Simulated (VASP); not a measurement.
# Be20Fe4H (a cell with a defect) in VASP: single point with LDA

Aim: the single point of Be20Fe4H (a cell with a defect) with LDA.

Everything below comes from runs of VASP 6.6.1. Logs are shortened: lines on timing, memory, paths and dates and some standing lists are left out, and cuts for length are marked.

### 1 The cell of the first run

The cell holds a defect, 25 atoms: a = 5.839 Å, b = 5.839 Å, c = 5.839 Å, α = 90.00°, β = 90.00°, γ = 90.00°.

### 2 Single point, LDA, collinear spin, ferromagnetic start

Input file INCAR:

```
  ALGO = Normal
  EDIFF = 1E-7
  ENCUT = 520
  GGA = CA
  ISIF = 2
  ISMEAR = -1
  ISPIN = 2
  LASPH = True
  LCHARG = False
  LMAXMIX = 4
  LORBIT = 11
  LREAL = Auto
  LWAVE = False
  MAGMOM = 0 0 0 0 0 0 0 0 0 0 0 0 0 0 0 0 0 0 0 0 1.03 1.13 1.13 0.59 0
  NBANDS = 58
  NELM = 150
  PREC = Accurate
  SIGMA = 0.05
```

Input file KPOINTS:

```
k-points
0
Gamma
  2 2 2
```

Input file POSCAR:

```
Be20Fe4H
1.0
    5.8386110000      0.0000000000      0.0000000000
    0.0000000000      5.8386110000      0.0000000000
    0.0000000000      0.0000000000      5.8386110000
Be Fe H
20 4 1
Direct
    0.8930206174      0.8783424688      0.8781711952
    0.6423103029      0.6256282530      0.8738037180
    0.6415224443      0.8803121153      0.6220486345
    0.9068766527      0.6366582737      0.6222541628
    0.4864170605      0.5090080500      0.4920005803
    0.3938608001      0.3789599958      0.8732556425
    2.1429069345      0.1230429635      1.8687492625
    0.1477234911      0.3811009160      0.6192054925
    0.3971663808      0.1291745588      0.6164651147
    0.0200218853      0.0056862839      0.4943470288
    0.3929016679      0.8798154219      0.3734107307
    0.1391598104      0.6273923712      0.3689404894
    0.1435101602      0.8809800824      0.1188125052
    0.3934326161      0.6268785504      0.1172881701
    0.0235158670      0.5065417100     -0.0090946288
    0.8996146515      0.3775555522      0.3712355559
   -1.0992340473      0.1298939080      0.1196860007
    0.6410428782      0.3770588587      0.1197202554
    0.6453418459      0.1181102834      0.3678272110
    0.5169208909      0.0035453638     -0.0054978830
    0.2704752894      0.2557971408      0.2462914553
    0.7662610165      0.7447490508      0.2472505875
    0.7708168946      0.2448527569      0.7550939770
    0.2700128507      0.7536552786      0.7446291592
   -7.2663001526     -0.5652200498     -6.4192836276
```

Potentials or basis: VASP PAW LDA potentials, release 64 (Be, Fe, H).

Launch:

```
$ cat potpaw_LDA.64/Be/POTCAR potpaw_LDA.64/Fe/POTCAR potpaw_LDA.64/H/POTCAR > POTCAR
$ mpirun -np 1 vasp_std > vasp.out
```

OUTCAR:

```text
EDIFF = 1E-7
   ENCUT = 520
   GGA = CA
   ISIF = 2
   ISMEAR = -1
   ISPIN = 2
   LASPH = True
   LORBIT = 11
   LREAL = Auto
   NELM = 150
   PREC = Accurate

 ion  position               nearest neighbor table
   1  0.893  0.878  0.878-  13 2.03  17 2.04   7 2.04   4 2.06   2 2.08   3 2.10  23 2.37  22 2.41
                            24 2.45
   2  0.642  0.626  0.874-  14 2.03  18 2.04   6 2.04   1 2.08   3 2.09   4 2.13  22 2.40  24 2.42
                            23 2.45
   3  0.642  0.880  0.622-  19 2.03   9 2.04  11 2.05   2 2.09   1 2.10   4 2.10  23 2.39  24 2.40
                            22 2.44
   4  0.907  0.637  0.622-  25 1.57  12 2.01   8 2.05   1 2.06   3 2.10  16 2.11   2 2.13  24 2.34
                            10 2.37  15 2.38  22 2.42  23 2.54
   5  0.486  0.509  0.492-  25 1.59   8 2.24  12 2.26  11 2.34  14 2.36  24 2.41  21 2.42  22 2.57
                            23 2.74
   6  0.394  0.379  0.873-  14 2.03  18 2.04   2 2.04   8 2.07   9 2.09   7 2.09  15 2.39  21 2.40
                            24 2.42  23 2.44
   7  0.143  0.123  0.869-  13 2.03  17 2.04   1 2.04   9 2.09   6 2.09   8 2.10  23 2.38  24 2.39
                            21 2.45
   8  0.148  0.381  0.619-  16 2.05   4 2.05  12 2.05   6 2.07   9 2.07   7 2.10   5 2.24  24 2.40
                            21 2.41  23 2.47
   9  0.397  0.129  0.616-  11 2.03   3 2.04  19 2.05   8 2.07   7 2.09   6 2.09  21 2.40  23 2.42
                            24 2.43
  10  0.020  0.006  0.494-   4 2.37  21 2.52  23 2.53  24 2.54  22 2.57
  11  0.393  0.880  0.373-  19 2.03   9 2.03   3 2.05  13 2.08  12 2.09  14 2.10   5 2.34  24 2.40
                            21 2.43  22 2.43
  12  0.139  0.627  0.369-   4 2.01  16 2.02   8 2.05  13 2.08  14 2.09  11 2.09   5 2.26  22 2.39
                            21 2.41  24 2.44
  13  0.144  0.881  0.119-   1 2.03  17 2.03   7 2.03  12 2.08  11 2.08  14 2.08  24 2.42  21 2.43
                            22 2.46
  14  0.393  0.627  0.117-   6 2.03   2 2.03  18 2.05  13 2.08  12 2.09  11 2.10   5 2.36  21 2.40
                            22 2.41  24 2.41
  15  0.024  0.507  0.991-   4 2.38   6 2.39  24 2.49  23 2.53  22 2.54  21 2.54
  16  0.900  0.378  0.371-  25 1.60  12 2.02   8 2.05  17 2.06  18 2.11   4 2.11  19 2.12  21 2.39
                            22 2.39  23 2.49
  17  0.901  0.130  0.120-  13 2.03   7 2.04   1 2.04  16 2.06  19 2.08  18 2.09  23 2.36  21 2.40
                            22 2.50
  18  0.641  0.377  0.120-   6 2.04   2 2.04  14 2.05  17 2.09  19 2.09  16 2.11  22 2.39  23 2.39
                            21 2.39
  19  0.645  0.118  0.368-  11 2.03   3 2.03   9 2.05  17 2.08  18 2.09  16 2.12  22 2.40  21 2.44
                            23 2.49
  20  0.517  0.004  0.995-  23 2.48  24 2.52  21 2.53  22 2.57
  21  0.270  0.256  0.246-  16 2.39  18 2.39  17 2.40   9 2.40  14 2.40   6 2.40   8 2.41  12 2.41
                             5 2.42  11 2.43  13 2.43  19 2.44   7 2.45  10 2.52  20 2.53  15 2.54
  22  0.766  0.745  0.247-  18 2.39  12 2.39  16 2.39  19 2.40   2 2.40  14 2.41   1 2.41   4 2.42
                            11 2.43   3 2.44  13 2.46  17 2.50  15 2.54  20 2.57  10 2.57   5 2.57
  23  0.771  0.245  0.755-  25 1.52  17 2.36   1 2.37   7 2.38  18 2.39   3 2.39   9 2.42   6 2.44
                             2 2.45   8 2.47  20 2.48  16 2.49  19 2.49  10 2.53  15 2.53   4 2.54
  24  0.270  0.754  0.745-   4 2.34   7 2.39  11 2.40   3 2.40   8 2.40  14 2.41   5 2.41   2 2.42
                            13 2.42   6 2.42   9 2.43  12 2.44   1 2.45  15 2.49  20 2.52  10 2.54
  25  0.734  0.435  0.581-  23 1.52   4 1.57   5 1.59  16 1.60

  LATTYP: Found a simple cubic cell.
 ALAT       =     5.8386110000

  Lattice vectors:

 A1 = (   5.8386110000,   0.0000000000,   0.0000000000)
 A2 = (   0.0000000000,   5.8386110000,   0.0000000000)
 A3 = (   0.0000000000,   0.0000000000,   5.8386110000)

Analysis of symmetry for initial positions (statically):
=====================================================================
 Subroutine PRICEL returns:
 Original cell was already a primitive cell.

 Routine SETGRP: Setting up the symmetry group for a
 simple cubic supercell.

 Subroutine GETGRP returns: Found  1 space group operations
 (whereof  1 operations were pure point group operations)
 out of a pool of 48 trial point group operations.

The static configuration has the point symmetry C_1 .

Analysis of symmetry for dynamics (positions and initial velocities):
=====================================================================
 Subroutine PRICEL returns:
 Original cell was already a primitive cell.

 Routine SETGRP: Setting up the symmetry group for a
 simple cubic supercell.

 Subroutine GETGRP returns: Found  1 space group operations
[... 140 lines left out ...]
   ISPIN  =      2    spin polarized calculation?
   LNONCOLLINEAR =      F non collinear calculations
   LSORBIT =      F    spin-orbit coupling
   LASPH  =      T    aspherical Exc in radial PAW
   ENCUT  =  520.0 eV  38.22 Ry    6.18 a.u.  10.86 10.86 10.86*2*pi/ulx,y,z
   NELM   =    150;   NELMIN=  2; NELMDL= -5     # of ELM steps
   EDIFF  = 0.1E-06   stopping-criterion for ELM
   LREAL  =      T    real-space projection
   EDIFFG = 0.1E-05   stopping-criterion for IOM
   NSW    =      0    number of steps for IOM
   IBRION =     -1    ionic relax: 0-MD 1-quasi-New 2-CG
   NFREE  =      0    steps in history (QN), initial steepest desc. (CG)
   ISIF   =      2    stress and relaxation
   ISYM   =      2    0-nonsym 1-usesym 2-fastsym
   POTIM  = 0.5000    time-step for ionic-motion
   TEBEG  =    0.0;   TEEND  =   0.0 temperature during run
   PSTRESS=    0.0 pullay stress
   NELECT =      73.0000    total number of electrons
   NUPDOWN=      -1.0000    fix difference up-down
   EMIN   =  10.00;   EMAX   =-10.00  energy-range for DOS
   EFERMI =   0.00;   METHOD = LEGACY
   ISMEAR =    -1;   SIGMA  =   0.05  broadening in eV -4-tet -1-fermi 0-gaus
   EFERMI_NEDOS =   21; number of points for ismear=-14 and -15
   IALGO  =     38    algorithm
   IMIX   =      4    mixing-type and parameters
     AMIX     =   0.40;   BMIX     =  1.00
     AMIX_MAG =   1.60;   BMIX_MAG =  1.00
  volume/ion in A,a.u.               =       7.96        53.73
  Fermi-wavevector in a.u.,A,eV,Ry     =   1.171852  2.214480 18.684038  1.373238
  Thomas-Fermi vector in A             =   2.308290
   LORBIT       =     11    0 simple, 1 ext, 2 COOP (PROOUT), +10 PAW based schemes
   GGA     = CA    functional components
   LHFCALC =     F    Hartree Fock is set to
   AEXX    =    0.0000 exact exchange contribution
   IVDW    =     0    specifies the selected vdW correction
   LEPSILON=     F    determine dielectric tensor
   LRPA    =     F    only Hartree local field effects (RPA)
 spin polarized calculation
  energy-cutoff  :      520.00
  volume of cell :      199.03
 maximum number of plane-waves:      5400
 NGX is ok and might be reduce to    48
   NGX = 21   NGY = 21   NGZ = 21

 number of electron      73.0000008 magnetization       4.4551739

 Free energy of the ion-electron system (eV)
  ---------------------------------------------------
  ext. energy  EPLUGINS =         0.00000000
  ---------------------------------------------------
  free energy    TOTEN  =      -126.95171455 eV

  energy without entropy =     -126.84842624  energy(sigma->0) =     -126.90007039

 E-fermi :   5.8860     XC(G=0): -11.3684

 val. band max:        5.8710287816   @ k =   0.5000   0.0000   0.0000
 cond. band min:       5.8970104861   @ k =   0.0000   0.0000   0.5000
 fundamental gap:      0.0259817045
 Fermi energy:         5.8859745319

 spin component 1

 k-point     1 :       0.0000    0.0000    0.0000
  band No.  band energies     occupation
      1      -4.5095      1.00000
      2      -2.3621      1.00000
      3      -1.0182      1.00000
      4      -1.0092      1.00000
      5      -0.8750      1.00000
      6      -0.5951      1.00000
[... 397 lines left out ...]
     47       8.6191      0.00000
     48       8.6411      0.00000
 Fermi energy:         5.8859745319

 spin component 2

 k-point     1 :       0.0000    0.0000    0.0000
  band No.  band energies     occupation
      1      -4.4488      1.00000
      2      -2.3004      1.00000
      3      -0.9225      1.00000
      4      -0.9120      1.00000
      5      -0.8000      1.00000
      6      -0.5454      1.00000
[... 397 lines left out ...]
     47       9.1030      0.00000
     48       9.1375      0.00000
 [bands above 48 left out]

------------------------ aborting loop because EDIFF is reached ----------------------------------------

  FORCE on cell =-STRESS in cart. coord.  units (eV):
  Direction    XX          YY          ZZ          XY          YZ          ZX
  --------------------------------------------------------------------------------------
  -------------------------------------------------------------------------------------
  Total       -8.3780009     -8.8017351     -8.9248649     -0.3523529     -0.5352130      0.4894956
  in kB      -67.4407456    -70.8516960    -71.8428596     -2.8363497     -4.3083262      3.9403132
  external PRESSURE =     -70.0451004 kB  Pullay stress =       0.0000000 kB

 VOLUME and BASIS-vectors are now :
 -----------------------------------------------------------------------------
  energy-cutoff  :      520.00
  volume of cell :      199.03
      direct lattice vectors                 reciprocal lattice vectors
     5.838611000  0.000000000  0.000000000     0.171273613  0.000000000  0.000000000
     0.000000000  5.838611000  0.000000000     0.000000000  0.171273613  0.000000000
     0.000000000  0.000000000  5.838611000     0.000000000  0.000000000  0.171273613

 POSITION                                       TOTAL-FORCE (eV/Angst)
 -----------------------------------------------------------------------------------
      5.21400      5.12830      5.12730         0.016999     -0.015493     -0.033504
      3.75020      3.65280      5.10180         0.011174      0.011172     -0.007604
      3.74560      5.13980      3.63190         0.017758     -0.002934     -0.001369
      5.29490      3.71720      3.63310        -0.015185     -0.016691     -0.008182
      2.84000      2.97190      2.87260         0.005697     -0.034535     -0.021838
      2.29960      2.21260      5.09860        -0.002276     -0.009112     -0.004780
[... 17 lines left out ...]
      1.57650      4.40030      4.34760        -0.018403     -0.010639      0.054114
      4.28379      2.53851      3.39058        -0.008285      0.046704     -0.053739
 -----------------------------------------------------------------------------------
    total drift:                               -0.002501      0.003720     -0.004050

  FREE ENERGIE OF THE ION-ELECTRON SYSTEM (eV)
  ---------------------------------------------------
  free  energy   TOTEN  =      -126.9517145464 eV

  energy  without entropy=     -126.8484262412  energy(sigma->0) =     -126.90007039

 total charge

# of ion       s       p       d       tot
------------------------------------------
    1        0.451   0.833   0.000   1.285
    2        0.447   0.808   0.000   1.255
    3        0.449   0.822   0.000   1.271
    4        0.450   0.836   0.000   1.286
    5        0.362   0.646   0.000   1.008
    6        0.450   0.827   0.000   1.277
[... 17 lines left out ...]
   24        0.442   0.565   6.395   7.403
   25        0.573   0.042   0.000   0.615
--------------------------------------------------
tot         10.946  18.020  25.642  54.609

 magnetization (x)

# of ion       s       p       d       tot
------------------------------------------
    1       -0.002   0.001   0.000  -0.001
    2       -0.002   0.001   0.000  -0.001
    3       -0.002   0.004   0.000   0.001
    4       -0.001   0.003   0.000   0.002
    5       -0.004   0.013   0.000   0.009
    6       -0.001   0.003   0.000   0.001
[... 17 lines left out ...]
   24        0.006   0.051   0.963   1.019
   25       -0.005   0.000   0.000  -0.005
--------------------------------------------------
tot         -0.022   0.299   3.857   4.134
```

It took 13 min on 1 thread of Intel Xeon Platinum 8375C at 2.90GHz (Ice Lake), shared host; peak memory 0.36 GiB.

What came out:

* Free energy: -126.9517 eV
* Pressure: -7.0 GPa
* Largest force: 0.379 eV/Å
* Net moment: 4.46 μB per cell
* Site moments: Be -0.00, +0.00, +0.01 (each value once); Fe +1.05, +1.18, +0.83, +1.02; H -0.01 μB
* Valence electrons inside the program's atomic spheres: Be 1.28, 1.25, 1.27, 1.29, 1.01, 0.96, 1.30 (each value once); Fe 7.39, 7.36, 7.53, 7.40; H 0.61

Forces on the atoms (eV/Å):
```
Be   0.017 -0.015 -0.034
Be   0.011  0.011 -0.008
Be   0.018 -0.003 -0.001
Be  -0.015 -0.017 -0.008
Be   0.006 -0.035 -0.022
Be  -0.002 -0.009 -0.005
Be  -0.023  0.047  0.043
Be   0.003 -0.018 -0.002
Be  -0.040 -0.036  0.045
Be  -0.009  0.001  0.000
Be  -0.001 -0.005 -0.011
Be   0.016  0.007 -0.004
Be   0.017 -0.018 -0.002
Be   0.000 -0.005  0.012
Be  -0.032 -0.058  0.035
Be   0.029 -0.003 -0.055
Be  -0.073 -0.087  0.038
Be   0.022 -0.004 -0.009
Be  -0.040  0.077  0.041
Be   0.034  0.016  0.010
Fe  -0.062 -0.170 -0.029
Fe   0.053  0.374 -0.030
Fe   0.099 -0.085 -0.006
Fe  -0.018 -0.011  0.054
H   -0.008  0.047 -0.054
```

Caveat: the k points lie up to 0.54 Å⁻¹ apart.
